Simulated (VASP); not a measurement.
# MgCd2TeSe2 (P-3m1) in VASP: a series of runs

The runs below take MgCd2TeSe2 through single point, relaxation of cell and atoms, with PBE.

All numbers are computed with VASP 6.6.1; they aren't measurements. Logs are shortened: lines on timing, memory, paths and dates and some standing lists are left out, and cuts for length are marked.

**1. The cell of the first run**

The structure is trigonal, space group P-3m1 (No. 164). Conventional cell: a = 4.373 Å, b = 4.373 Å, c = 9.749 Å, α = 90.00°, β = 90.00°, γ = 120.00°. Within 3.6 Å of Mg (site symmetry -3m) lie 2 Se at 2.76 Å. Cd (site symmetry 3m) has 3 Te at 2.53 Å and 3 Cd at 2.56 Å and 3 Se at 3.16 Å within 3.3 Å. Te (site symmetry -3m) has 2 Se at 2.12 Å and 6 Cd at 2.53 Å within 2.8 Å. Within 2.8 Å of Se (site symmetry 3m) lie 1 Te at 2.12 Å and 1 Mg at 2.76 Å.

The cell was built from a structure type or drawn by symmetry, and may not be a known phase.

**2. Single point, PBE**

INCAR reads:

```
SYSTEM = MgCd2TeSe2
ALGO = Normal ; EDIFF = 1E-7
ENCUT = 520 ; GGA = PE
ISIF = 2 ; ISMEAR = 0
LASPH = .TRUE. ; LCHARG = .TRUE.
LELF = .TRUE. ; LREAL = .FALSE.
LVHAR = .TRUE. ; LWAVE = .FALSE.
NBANDS = 31 ; NELM = 80
PREC = Accurate ; SIGMA = 0.1
```

KPOINTS reads:

```
k-points
0
G
  6 6 2
  0 0 0
```

POSCAR reads:

```
MgCd2TeSe2
1.0
    4.3727446100      0.0000000000      0.0000000000
   -2.1863723000      3.7869079200      0.0000000000
    0.0000000000      0.0000000000      9.7492409300
Mg Cd Te Se
1 2 1 2
Direct
    0.0000000000      0.0000000000      0.5000000000
    0.3333333300      0.6666666700      0.9773173400
    0.6666666700      0.3333333300      0.0226826600
    0.0000000000      0.0000000000      0.0000000000
    0.0000000000      0.0000000000      0.7830083600
    0.0000000000      0.0000000000      0.2169916400
```

Potentials or basis: VASP PAW PBE potentials, release 64 (Mg, Cd, Te, Se).

Command:

```
$ cat potpaw_PBE.64/Mg/POTCAR potpaw_PBE.64/Cd/POTCAR potpaw_PBE.64/Te/POTCAR potpaw_PBE.64/Se/POTCAR > POTCAR
$ mpirun -np 1 vasp_std > vasp.out
```

OUTCAR:

```text
SYSTEM = MgCd2TeSe2
   EDIFF = 1E-7
   ENCUT = 520
   GGA = PE
   ISIF = 2
   ISMEAR = 0
   LASPH = .TRUE.
   LREAL = .FALSE.
   NELM = 80
   PREC = Accurate

 ion  position               nearest neighbor table
   1  0.000  0.000  0.500-   5 2.76   6 2.76
   2  0.333  0.667  0.977-   4 2.53   4 2.53   4 2.53   3 2.56   3 2.56   3 2.56   5 3.16   5 3.16
                             5 3.16
   3  0.667  0.333  0.023-   4 2.53   4 2.53   4 2.53   2 2.56   2 2.56   2 2.56   6 3.16   6 3.16
                             6 3.16
   4  0.000  0.000  0.000-   5 2.12   6 2.12   2 2.53   3 2.53   3 2.53   2 2.53   3 2.53   2 2.53

   5  0.000  0.000  0.783-   4 2.12   1 2.76   2 3.16   2 3.16   2 3.16
   6  0.000  0.000  0.217-   4 2.12   1 2.76   3 3.16   3 3.16   3 3.16

  LATTYP: Found a hexagonal cell.
 ALAT       =     4.3727446100
 C/A-ratio  =     2.2295472980

  Lattice vectors:

 A1 = (   4.3727446100,   0.0000000000,   0.0000000000)
 A2 = (  -2.1863723000,   3.7869079200,   0.0000000000)
 A3 = (   0.0000000000,   0.0000000000,   9.7492409300)

Analysis of symmetry for initial positions (statically):
=====================================================================
 Subroutine PRICEL returns:
 Original cell was already a primitive cell.

 Routine SETGRP: Setting up the symmetry group for a
 hexagonal supercell.

 Subroutine GETGRP returns: Found 12 space group operations
 (whereof 12 operations were pure point group operations)
 out of a pool of 24 trial point group operations.

The static configuration has the point symmetry D_3d.

Analysis of symmetry for dynamics (positions and initial velocities):
=====================================================================
 Subroutine PRICEL returns:
 Original cell was already a primitive cell.

 Routine SETGRP: Setting up the symmetry group for a
 hexagonal supercell.

 Subroutine GETGRP returns: Found 12 space group operations
 (whereof 12 operations were pure point group operations)
 out of a pool of 24 trial point group operations.

The dynamic configuration has the point symmetry D_3d.

 Subroutine INISYM returns: Found 12 space group operations
[... 90 lines left out ...]
   LSORBIT =      F    spin-orbit coupling
   LASPH  =      T    aspherical Exc in radial PAW
   ENCUT  =  520.0 eV  38.22 Ry    6.18 a.u.   8.13  8.13 18.13*2*pi/ulx,y,z
   NELM   =     80;   NELMIN=  2; NELMDL= -5     # of ELM steps
   EDIFF  = 0.1E-06   stopping-criterion for ELM
   LREAL  =      F    real-space projection
   EDIFFG = 0.1E-05   stopping-criterion for IOM
   NSW    =      0    number of steps for IOM
   IBRION =     -1    ionic relax: 0-MD 1-quasi-New 2-CG
   NFREE  =      0    steps in history (QN), initial steepest desc. (CG)
   ISIF   =      2    stress and relaxation
   ISYM   =      2    0-nonsym 1-usesym 2-fastsym
   POTIM  = 0.5000    time-step for ionic-motion
   TEBEG  =    0.0;   TEEND  =   0.0 temperature during run
   PSTRESS=    0.0 pullay stress
   NELECT =      44.0000    total number of electrons
   NUPDOWN=      -1.0000    fix difference up-down
   EMIN   =  10.00;   EMAX   =-10.00  energy-range for DOS
   EFERMI =   0.00;   METHOD = LEGACY
   ISMEAR =     0;   SIGMA  =   0.10  broadening in eV -4-tet -1-fermi 0-gaus
   EFERMI_NEDOS =   21; number of points for ismear=-14 and -15
   IALGO  =     38    algorithm
   IMIX   =      4    mixing-type and parameters
     AMIX     =   0.40;   BMIX     =  1.00
     AMIX_MAG =   1.60;   BMIX_MAG =  1.00
  volume/ion in A,a.u.               =      26.91       181.57
  Fermi-wavevector in a.u.,A,eV,Ry     =   1.061425  2.005802 15.328627  1.126622
  Thomas-Fermi vector in A             =   2.196840
   LORBIT       =      0    0 simple, 1 ext, 2 COOP (PROOUT), +10 PAW based schemes
   GGA     = PE    functional components
   LHFCALC =     F    Hartree Fock is set to
   AEXX    =    0.0000 exact exchange contribution
   IVDW    =     0    specifies the selected vdW correction
   LEPSILON=     F    determine dielectric tensor
   LRPA    =     F    only Hartree local field effects (RPA)
 non-spin polarized calculation
 Gauss-broadening in eV      SIGMA  =   0.10
  energy-cutoff  :      520.00
  volume of cell :      161.44
 maximum number of plane-waves:      4362
 NGX is ok and might be reduce to    36
   NGX = 17   NGY = 17   NGZ = 37

 number of electron      44.0000011 magnetization

 Free energy of the ion-electron system (eV)
  ---------------------------------------------------
  ext. energy  EPLUGINS =         0.00000000
  ---------------------------------------------------
  free energy    TOTEN  =        -0.32786656 eV

  energy without entropy =       -0.31452083  energy(sigma->0) =       -0.32119369

 E-fermi :   3.6457     XC(G=0):  -8.7470

 val. band max:        3.4814241800   @ k =   0.3333   0.1667   0.0000
 cond. band min:       3.6486688666   @ k =   0.3333   0.1667   0.5000
 fundamental gap:      0.1672446866
 Fermi energy:         3.6456654239

 k-point     1 :       0.0000    0.0000    0.0000
  band No.  band energies     occupation
      1     -14.7786      2.00000
      2     -11.4368      2.00000
      3      -8.8312      2.00000
      4      -8.8312      2.00000
      5      -8.5769      2.00000
      6      -7.9530      2.00000
[... 465 lines left out ...]
     30      10.0860      0.00000
     31      10.0860      0.00000

------------------------ aborting loop because EDIFF is reached ----------------------------------------

  FORCE on cell =-STRESS in cart. coord.  units (eV):
  Direction    XX          YY          ZZ          XY          YZ          ZX
  --------------------------------------------------------------------------------------
  -------------------------------------------------------------------------------------
  Total       36.2547029     36.2547029     58.4476067      0.0000000      0.0000000     -0.0000000
  in kB      359.8034067    359.8034074    580.0529686      0.0000005      0.0000000     -0.0000000
  external PRESSURE =     433.2199276 kB  Pullay stress =       0.0000000 kB

 VOLUME and BASIS-vectors are now :
 -----------------------------------------------------------------------------
  energy-cutoff  :      520.00
  volume of cell :      161.44
      direct lattice vectors                 reciprocal lattice vectors
     4.372744610  0.000000000  0.000000000     0.228689322  0.132033841  0.000000000
    -2.186372300  3.786907920  0.000000000     0.000000000  0.264067683  0.000000000
     0.000000000  0.000000000  9.749240930     0.000000000  0.000000000  0.102572088

 POSITION                                       TOTAL-FORCE (eV/Angst)
 -----------------------------------------------------------------------------------
      0.00000      0.00000      4.87462         0.000000      0.000000      0.000000
     -0.00000      2.52461      9.52810        -0.000000      0.000000     -1.671899
      2.18637      1.26230      0.22114         0.000000      0.000000      1.671899
      0.00000      0.00000      0.00000         0.000000      0.000000      0.000000
      0.00000      0.00000      7.63374         0.000000      0.000000    -14.100271
      0.00000      0.00000      2.11550         0.000000     -0.000000     14.100271
 -----------------------------------------------------------------------------------
    total drift:                                0.000000      0.000000     -0.000000

  FREE ENERGIE OF THE ION-ELECTRON SYSTEM (eV)
  ---------------------------------------------------
  free  energy   TOTEN  =        -0.3278665583 eV

  energy  without entropy=       -0.3145208315  energy(sigma->0) =       -0.32119369
```

OSZICAR:

```text
N       E                     dE             d eps       ncg     rms          rms(c)
DAV:   1     0.302547667547E+03    0.30255E+03   -0.19753E+04   868   0.123E+03
DAV:   2     0.160124644350E+02   -0.28654E+03   -0.27373E+03  1003   0.297E+02
DAV:   3    -0.221535353932E+01   -0.18228E+02   -0.17953E+02  1058   0.719E+01
DAV:   4    -0.246568125277E+01   -0.25033E+00   -0.25019E+00  1009   0.823E+00
DAV:   5    -0.246981871978E+01   -0.41375E-02   -0.41373E-02  1060   0.106E+00    0.340E+01
DAV:   6    -0.479527011360E+00    0.19903E+01   -0.46023E+00  1082   0.207E+01    0.224E+01
DAV:   7    -0.438853865735E+00    0.40673E-01   -0.26214E+00   924   0.661E+00    0.288E+00
DAV:   8    -0.334074056267E+00    0.10478E+00   -0.34292E-01   945   0.289E+00    0.171E+00
DAV:   9    -0.328169426533E+00    0.59046E-02   -0.50937E-02   959   0.835E-01    0.101E+00
DAV:  10    -0.328453517649E+00   -0.28409E-03   -0.54715E-03  1009   0.652E-01    0.361E-01
DAV:  11    -0.327822680137E+00    0.63084E-03   -0.22543E-03   966   0.336E-01    0.110E-01
DAV:  12    -0.327865182052E+00   -0.42502E-04   -0.40658E-04   980   0.953E-02    0.955E-02
DAV:  13    -0.327864991497E+00    0.19056E-06   -0.27387E-05  1105   0.196E-02    0.240E-02
DAV:  14    -0.327865636261E+00   -0.64476E-06   -0.13248E-05   931   0.226E-02    0.576E-03
DAV:  15    -0.327866476575E+00   -0.84031E-06   -0.17401E-06  1008   0.749E-03    0.431E-03
DAV:  16    -0.327866558289E+00   -0.81714E-07   -0.23683E-07   772   0.207E-03
   1 F= -.32786656E+00 E0= -.32119369E+00  d E =-.133457E-01
```

stdout:

```text
POSCAR found type information on POSCAR MgCdTeSe
 POSCAR found :  4 types and       6 ions
 scaLAPACK will be used
 LDA part: xc-table for (Slater+PW92), standard interpolation
 POSCAR, INCAR and KPOINTS ok, starting setup
 FFT: planning ... GRIDC
 FFT: planning ... GRID_SOFT
 FFT: planning ... GRID
 WAVECAR not read
 entering main loop
```

Run time: 45 s. Hardware: 1 thread of Intel Xeon 6975P-C (Granite Rapids), shared host; peak memory 0.35 GiB.

What came out:

| Property | Result |
| --- | --- |
| Free energy | -0.3279 eV |
| Pressure | 43.3 GPa |
| Largest force | 14.100 eV/Å |
| Band gap on the k mesh | zero (bands 22 and 23 overlap by 2.05 eV) |

Forces on the atoms (eV/Å):
```
Mg    0.000   0.000   0.000
Cd    0.000   0.000  -1.672
Cd    0.000   0.000   1.672
Te    0.000   0.000   0.000
Se    0.000   0.000 -14.100
Se    0.000   0.000  14.100
```

Stress tensor (GPa, compression positive):
```
35.98  0.00  0.00
 0.00 35.98  0.00
 0.00  0.00 58.01
```

Caveat: the cell stands under pressure; spin-orbit coupling is left out, which moves the levels of the heavy elements; forces of over 1 eV/Å act on the atoms, so gaps and moduli don't describe the material at rest.

**3. Single point, PBE**

This run uses another cell than the first one, of 30.29 Å³/atom.

INCAR reads:

```
SYSTEM = MgCd2TeSe2
PREC = Accurate
ENCUT = 520
EDIFF = 1E-7
ISMEAR = 0
SIGMA = 0.1
LREAL = .False.
LASPH = .True.
NELM = 60
ALGO = Normal
ISIF = 2
LWAVE = .False.
LCHARG = .False.
GGA = PE
NBANDS = 31
```

KPOINTS reads:

```
regular mesh
0
Gamma
  6 6 2
  0 0 0
```

POSCAR reads:

```
MgCd2TeSe2
1.0
    4.1989891509     -0.0000000028      0.0000000000
   -2.0994945731      3.6364312763      0.0000000000
    0.0000000000      0.0000000000     11.9025742884
Mg Cd Te Se
1 2 1 2
Direct
    0.0000000000      0.0000000000      0.5000000000
    0.3333333333      0.6666666667      0.8319385039
    0.6666666667      0.3333333333      0.1680614961
    0.0000000000      0.0000000000      0.0000000000
    0.0000000000      0.0000000000      0.7041183336
    0.0000000000      0.0000000000      0.2958816664
```

Potentials or basis: VASP PAW PBE potentials, release 64 (Mg, Cd, Te, Se).

Command:

```
$ cat potpaw_PBE.64/Mg/POTCAR potpaw_PBE.64/Cd/POTCAR potpaw_PBE.64/Te/POTCAR potpaw_PBE.64/Se/POTCAR > POTCAR
$ mpirun -np 1 vasp_std > vasp.out
```

Wall time 45 s (1 thread of Intel Xeon 6975P-C (Granite Rapids), shared host); peak memory 0.34 GiB.

It converged, with:

```yaml
Free_energy: -14.8374 eV
Pressure: 0.1 GPa
Largest_force: 0.015 eV/Å
Band_gap_on_the_k_mesh: zero (bands 22 and 23 overlap by 0.60 eV)
```

Forces in eV/Å, atoms in the order of the input:
```
Mg   0.000  0.000  0.000
Cd   0.000  0.000  0.002
Cd   0.000  0.000 -0.002
Te   0.000  0.000  0.000
Se   0.000  0.000 -0.015
Se   0.000  0.000  0.015
```

Levels at points of the mesh, in eV from the Fermi level:
```csv
k point,band 19,band 20,band 21,band 22,band 23,band 24,band 25,band 26
"(0.00, 0.00, 0.00)",-1.01,-1.00,-1.00,0.11,0.11,1.74,1.82,4.14
"(0.50, 0.00, 0.00)",-2.01,-1.65,-0.56,-0.53,0.08,0.58,1.64,2.98
"(0.00, 0.00, 0.50)",-1.05,-1.05,0.12,0.12,0.50,0.50,2.53,3.74
"(0.50, 0.00, 0.50)",-1.96,-1.73,-1.23,-0.49,-0.49,1.62,2.06,2.87
```

Caveat: semilocal functionals underestimate gaps, so a narrow gap can read as zero; spin-orbit coupling is left out, which moves the levels of the heavy elements.

[end of part 1 of 2]
